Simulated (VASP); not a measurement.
## Pb: single point with r2SCAN

The system is Pb.

```
Pb
1.0
     3.42386    0.00000    0.00000
    -1.71193    2.96515    0.00000
     0.00000    0.00000    5.77481
Pb
2
Direct
  0.33333 0.66667 0.25000
  0.66667 0.33333 0.75000
```

This cell differs from its parent crystal: ratio of the length along z to the lengths across it x 1.05, volume and fractional coordinates fixed.

* Program: VASP 6.6.1
* Task: single point
* Functional: r2SCAN
* Potentials or basis: VASP PAW PBE potentials, release 64 (Pb_d)
* Cutoff: 520 eV
* k mesh: 18 × 18 × 10
* Occupations: gaussian, width 0.15 eV
* Spin: no spin polarisation

The pressure is 2.8 GPa and the band gap on the k mesh is zero (band 14 reaches 14.04 eV, above the bottom of band 15 at 5.44 eV).

Stress tensor (GPa, compression positive):
```
3.04 0.00 0.00
0.00 3.04 0.00
0.00 0.00 2.28
```

Levels at points of the mesh, in eV from the Fermi level:
```tsv
k point	band 12	band 13	band 14	band 15	band 16	band 17
(0.00, 0.00, 0.00)	-8.80	-4.60	6.41	6.41	7.50	8.25
(0.50, 0.00, 0.00)	-7.35	-3.22	-1.87	-0.54	1.91	2.46
(0.00, 0.00, 0.50)	-11.29	0.50	0.50	7.28	7.28	7.28
(0.50, 0.00, 0.50)	-7.77	-4.00	-4.00	3.59	3.59	3.85
```

It took 24 min on 1 thread of Oxide Virtual Turin-like Processor (shared host), peak memory 0.32 GiB.

Caveat: the PAW data sets were made with another functional, which shifts forces and pressure a little; spin-orbit coupling is left out, which moves the levels of the heavy elements.
